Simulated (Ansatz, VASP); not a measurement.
## Two plane-wave programs on W

```
W
1.0
     3.56667    0.00000    0.00000
    -1.78333    3.08882    0.00000
     0.00000    0.00000    5.88500
W
4
Direct
  0.33333 0.66667 0.43750
  0.66667 0.33333 0.93750
  0.66667 0.33333 0.56250
  0.33333 0.66667 0.06250
```

Alike in both runs: task relaxation of cell and atoms; functional PBE; k mesh 6 × 6 × 4; occupations gaussian, width 0.1 eV; no spin polarisation.

|  | VASP | Ansatz |
| --- | --- | --- |
| version | VASP 6.6.1 | Ansatz 0.2.0 |
| potentials or method | VASP PAW PBE potentials, release 64 (W_sv), cutoff 600 eV | scalar-relativistic, plane waves, PAW |
| valence electrons in the cell | 56 | 56 |

```csv
,VASP,Ansatz,Ansatz less VASP
"gap on the k mesh at the Fermi level, each at its own relaxed structure (eV)",none,none,-
relaxed volume (Å³/atom),16.95,16.97,+0.021
relaxed cell length with the largest relative difference (Å),10.126,10.192,+0.0659
```

A gap of «none» marks a metal or a gap that the smearing closes.

Spin-orbit coupling is off throughout.
